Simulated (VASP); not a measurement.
Here is a VASP 6.6.1 calculation.

INCAR

```
ALGO = Normal
EDIFF = 1E-7
ENCUT = 520
GGA = PS
ISIF = 2
ISMEAR = -1
LASPH = True
LCHARG = True
LELF = True
LREAL = False
LVHAR = True
LWAVE = False
NBANDS = 10
NELM = 80
PREC = Accurate
SIGMA = 0.08
```

KPOINTS

```
k-points
0
Gamma
  8 8 8
```

File POSCAR:

```
Cs
1.0
    3.9070641200      0.0000000000      0.0000000000
    0.0000000000      3.9070641200      0.0000000000
    0.0000000000      0.0000000000      3.9070641200
Cs
1
Direct
    0.0000000000      0.0000000000      0.0000000000
```

Potentials or basis: VASP PAW PBE potentials, release 64 (Cs_sv).

Run with:

```bash
$ cat potpaw_PBE.64/Cs_sv/POTCAR > POTCAR
$ mpirun -np 1 vasp_std > vasp.out
```

Question: Predict the pressure.

Answer: 2.0 GPa.

Caveat: the PAW data sets were made with another functional, which shifts forces and pressure a little.
